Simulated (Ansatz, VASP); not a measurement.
# One calculation of BiO, two programs

```
Bi O
1.0
     4.10164    0.00000    0.00000
     0.00000    4.10164    0.00000
     0.00000    0.00000    4.90681
Bi O
2 2
Direct
  0.00000 0.50000 0.24405
  0.50000 0.00000 0.75595
  0.50000 0.50000 0.00000
  0.00000 0.00000 0.00000
```

Alike in both runs: functional PBE; k mesh 5 × 5 × 4; occupations gaussian, width 0.2 eV; no spin polarisation.

Ansatz relaxed the structure, and its values are those at the end. VASP's run is a single point on that final structure, the one shown.

|  | VASP | Ansatz |
| --- | --- | --- |
| version | VASP 6.6.1 | Ansatz 0.2.0 |
| potentials or method | VASP PAW PBE potentials, release 64 (Bi_d, O), cutoff 600 eV | scalar-relativistic, plane waves, PAW |
| valence electrons in the cell | 42 | 42 |

|  | VASP | Ansatz | Ansatz less VASP |
| --- | --- | --- | --- |
| gap on the k mesh at the Fermi level (eV) | none | none | - |
| pressure (GPa) | 0.3 | 0.3 | 0.00 |
| rms of the force components (eV/Å) | 0.015 | 0.006 | -0.0097 |

A gap of «none» marks a metal or a gap that the smearing closes.

Spin-orbit coupling is off throughout.
